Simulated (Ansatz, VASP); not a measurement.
## Two plane-wave programs on HfN

File INCAR:

```
SYSTEM = HfN
ALGO     = Normal         ! electronic algorithm
EDIFF    = 1E-6           ! SCF threshold, eV
ENCUT    = 520            ! plane-wave cutoff, eV
GGA      = CA             ! functional
ISIF     = 2              ! what is computed and relaxed
ISMEAR   = -1             ! smearing method
LASPH    = .True.         ! aspherical terms in the spheres
LCHARG   = .True.         ! write CHGCAR
LELF     = .True.         ! ELF
LREAL    = .False.        ! projectors in reciprocal space
LVHAR    = .True.       
LWAVE    = .False.        ! write WAVECAR
NBANDS   = 23             ! bands
NELM     = 100            ! most SCF steps
PREC     = Accurate       ! precision mode
SIGMA    = 0.05           ! smearing width, eV
```

File KPOINTS:

```
k-points
0
Gamma
  8 8 4
  0 0 0
```

The input POSCAR:

```
HfN
1.0
    3.2153443795      0.0000000000      0.0000000000
   -1.6076721897      2.7845699749      0.0000000000
    0.0000000000      0.0000000000      5.5575257932
Hf N
2 2
Direct
    0.6666666667      0.3333333333      0.7500000000
    0.3333333333      0.6666666667      0.2500000000
    0.0000000000      0.0000000000      0.0000000000
    0.0000000000      0.0000000000      0.5000000000
```

Input for Ansatz:

```yaml
crystal:
  lattice:
    - [3.215344379458604, 0.0, 0.0]
    - [-1.607672189729302, 2.7845699749333255, 0.0]
    - [0.0, 0.0, 5.557525793236823]
  atoms:
    - { symbol: Hf, position: [0.6666666666666666, 0.3333333333333333, 0.75] }
    - { symbol: Hf, position: [0.3333333333333333, 0.6666666666666666, 0.25] }
    - { symbol: "N", position: [0.0, 0.0, 0.0] }
    - { symbol: "N", position: [0.0, 0.0, 0.5] }
basis:
  ecutwfc: 550.0
kpoints:
  mp_grid:
    grid: [8, 8, 4]
hamiltonian:
  xc: lda
scf:
  occupations:
    method: fermi_dirac
    width: 0.05
output:
  stress: true
```

Alike in both runs: task single point; functional LDA; k mesh 8 × 8 × 4; occupations fermi-dirac, width 0.05 eV; no spin polarisation.

|  | VASP | Ansatz |
| --- | --- | --- |
| version | VASP 6.6.1 | Ansatz 0.2.0 |
| potentials or method | VASP PAW LDA potentials, release 64 (Hf_pv, N), cutoff 520 eV | plane waves, PAW |
| valence electrons in the cell | 30 | 62 |

|  | VASP | Ansatz | Ansatz less VASP |
| --- | --- | --- | --- |
| pressure (GPa) | -26.6 | -25.5 | +1.13 |
| traceless stress, the component that is largest in VASP (GPa) | -0.19 | -0.15 | +0.040 |

LDA's correlation is that of Perdew and Zunger in VASP and of Perdew and Wang (1992) in Ansatz. VASP's potentials hold 30 valence electrons a cell and Ansatz's 62, so a difference there can come from the potentials and not from the codes.

Spin-orbit coupling is off throughout.
